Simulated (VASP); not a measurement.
Re: single point with RPBE

Re:

```
Re
1.0
     0.00000    1.97500    1.97500
     1.97500    0.00000    1.97500
     1.97500    1.97500    0.00000
Re
1
Direct
  0.00000 0.00000 0.00000
```

```yaml
Program: VASP 6.6.1
Task: single point
Functional: RPBE
Potentials_or_basis: VASP PAW PBE potentials, release 64 (Re)
Cutoff: 520 eV
k_mesh: 12 × 12 × 12
Occupations: gaussian, width 0.02 eV
Spin: no spin polarisation
Dipole_correction: no
Further_INCAR_settings: ALGO = Normal; EDIFF = 1e-07; NBANDS = 10
```

The pressure is -6.2 GPa.

Levels at points of the mesh, in eV from the Fermi level:
```
           k point  band 1  band 2  band 3  band 4  band 5  band 6  band 7  band 8  band 9
(0.00, 0.00, 0.00)   -9.75   -1.74   -1.74   -1.74    1.23    1.23   13.88   19.29   19.29
(0.50, 0.00, 0.00)   -6.49   -1.93   -1.93    0.19    3.60    3.60    9.38   13.37   19.63
(0.50, 0.50, 0.00)   -6.37   -5.55    2.65    3.55    4.29    4.29   11.95   11.95   12.30
```

Wall time 7.5 s on 1 thread of Intel(R) Xeon(R) Platinum 8559C (Emerald Rapids) (shared host), peak memory 0.15 GiB.

Caveat: the PAW data sets were made with another functional, which shifts forces and pressure a little; spin-orbit coupling is left out, which moves the levels of the heavy elements.
